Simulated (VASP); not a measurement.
A run of VASP 6.6.1:

INCAR

```
PREC = Accurate
ENCUT = 520
EDIFF = 1E-7
ISMEAR = 1
SIGMA = 0.05
LREAL = F
LASPH = T
NELM = 150
ALGO = Normal
ISIF = 2
LWAVE = F
LCHARG = F
ISPIN = 2
MAGMOM = 7 -7 0 0 0 0
LORBIT = 11
LMAXMIX = 6
LDAU = T
LDAUTYPE = 2
LDAUL = 3 -1
LDAUU = 3 0
LDAUJ = 0 0
LDAUPRINT = 1
GGA = CA
NBANDS = 43
```

The input KPOINTS:

```
regular mesh
0
Gamma
  7 7 4
```

The input POSCAR:

```
GdO2
1.0
    3.3733800000      0.0000000000      0.0000000000
    0.0000000000      3.3733800000      0.0000000000
    0.0000000000      0.0000000000      6.4654440000
Gd O
2 4
Direct
    0.0000000000      0.5000000000      0.7321130000
    0.5000000000      0.0000000000      0.2678870000
    0.0000000000      0.0000000000      0.0000000000
    0.5000000000      0.5000000000      0.0000000000
    0.5000000000      0.0000000000      0.6354200000
    0.0000000000      0.5000000000      0.3645800000
```

Potentials or basis: VASP PAW PBE potentials, release 64 (Gd, O).

Command:

```console
$ cat potpaw_PBE.64/Gd/POTCAR potpaw_PBE.64/O/POTCAR > POTCAR
$ mpirun -np 1 vasp_std > vasp.out
```

Hardware: 1 thread of Intel(R) Xeon(R) Platinum 8175M CPU @ 2.50GHz (Skylake/Cascade Lake) (shared host).

How long does it take, and how much memory?

Wall time 34 min on 1 thread of Intel(R) Xeon(R) Platinum 8175M CPU @ 2.50GHz (Skylake/Cascade Lake) (shared host), peak memory 0.28 GiB. Counts: scf iterations 110, k points 30.
